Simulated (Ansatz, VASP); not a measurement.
Two plane-wave programs on TiN

```xyz
2
Lattice="0.0000 2.0860 2.0860 2.0860 0.0000 2.0860 2.0860 2.0860 0.0000" Properties=species:S:1:pos:R:3 pbc="T T T"
Ti    0.0000    0.0000    0.0000
N     2.0860    2.0860    2.0860
```

Alike in both runs: task relaxation of cell and atoms; functional LDA; k mesh 16 × 16 × 16; occupations fermi-dirac, width 0.15 eV; no spin polarisation.

```csv
,VASP,Ansatz
version,VASP 6.6.1,Ansatz 0.2.0
potentials or method,"VASP PAW LDA potentials, release 64 (Ti_sv, N), cutoff 600 eV","scalar-relativistic, plane waves, PAW"
valence electrons in the cell,17,17
```

```csv
,VASP,Ansatz,Ansatz less VASP
"gap on the k mesh at the Fermi level, each at its own relaxed structure (eV)",none,none,-
relaxed volume (Å³/atom),9.11,9.09,-0.028
relaxed cell length with the largest relative difference (Å),2.954,2.951,-0.0030
```

Ansatz warns that its potentials were made for another functional, while VASP's fit it. LDA's correlation is that of Perdew and Zunger in VASP and of Perdew and Wang (1992) in Ansatz. A gap of «none» marks a metal or a gap that the smearing closes.
